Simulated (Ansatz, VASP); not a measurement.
BeP3Pd: VASP beside Ansatz

```
CELL_PARAMETERS angstrom
4.41990 0.00000 0.00000
0.00000 4.41990 0.00000
0.00000 0.00000 4.72505
ATOMIC_POSITIONS crystal
Be 0.00000 0.00000 0.30784
P 0.50000 0.50000 0.05641
P 0.00000 0.50000 0.26388
P 0.50000 0.00000 0.26388
Pd 0.50000 0.50000 0.56800
```

Alike in both runs: functional PBE; k mesh 4 × 4 × 4; occupations gaussian, width 0.1 eV; no spin polarisation.

Ansatz relaxed the structure, and its values are those at the end. VASP's run is a single point on that final structure, the one shown.

|  | VASP | Ansatz |
| --- | --- | --- |
| version | VASP 6.6.1 | Ansatz 0.2.0 |
| potentials or method | VASP PAW PBE potentials, release 64 (Be, P, Pd), cutoff 520 eV | scalar-relativistic, plane waves, PAW |
| valence electrons in the cell | 27 | 35 |

```tsv
	VASP	Ansatz	Ansatz less VASP
gap on the k mesh at the Fermi level (eV)	none	none	-
pressure (GPa)	-0.1	0.0	+0.09
rms of the force components (eV/Å)	0.009	0.001	-0.0084
```

A gap of «none» marks a metal or a gap that the smearing closes. VASP's potentials hold 27 valence electrons a cell and Ansatz's 35, so a difference there can come from the potentials and not from the codes.
